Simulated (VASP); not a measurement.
MgS (Niningerite), 2 atoms in the cell. The structure is cubic, space group Fm-3m (No. 225). Conventional cell: a = 5.203 Å, b = 5.203 Å, c = 5.203 Å, α = 90.00°, β = 90.00°, γ = 90.00°. S (site symmetry m-3m) has 6 Mg at 2.60 Å within 3.4 Å. Mg (site symmetry m-3m) has 6 S at 2.60 Å within 3.4 Å. 

| Quantity | Value |
| --- | --- |
| Program | VASP 6.6.1 |
| Task | electric field gradients |
| Functional | PBE |
| Potentials or basis | VASP PAW PBE potentials, release 64 (S, Mg) |
| Cutoff | 520 eV |
| k mesh | 9 × 9 × 9 |
| Occupations | fermi-dirac, width 0.05 eV |
| Spin | no spin polarisation |
| Dipole correction | no |
| Further INCAR settings | ALGO = Normal; EDIFF = 1e-08; NBANDS = 11 |

Potentials or basis: VASP PAW PBE potentials, release 64 (S, Mg).

Run with:

```bash
$ cat potpaw_PBE.64/S/POTCAR potpaw_PBE.64/Mg/POTCAR > POTCAR
$ mpirun -np 1 vasp_std > vasp.out
```

Hardware: 1 thread of Intel(R) Xeon(R) Platinum 8488C (Sapphire Rapids), on a shared host.

**Question.** Estimate the wall time of this run.

**Answer.** Run time: 14 s on 1 thread of Intel(R) Xeon(R) Platinum 8488C (Sapphire Rapids), with other jobs on the host, peak memory 0.16 GiB. Counts: scf iterations 16, k points 35.
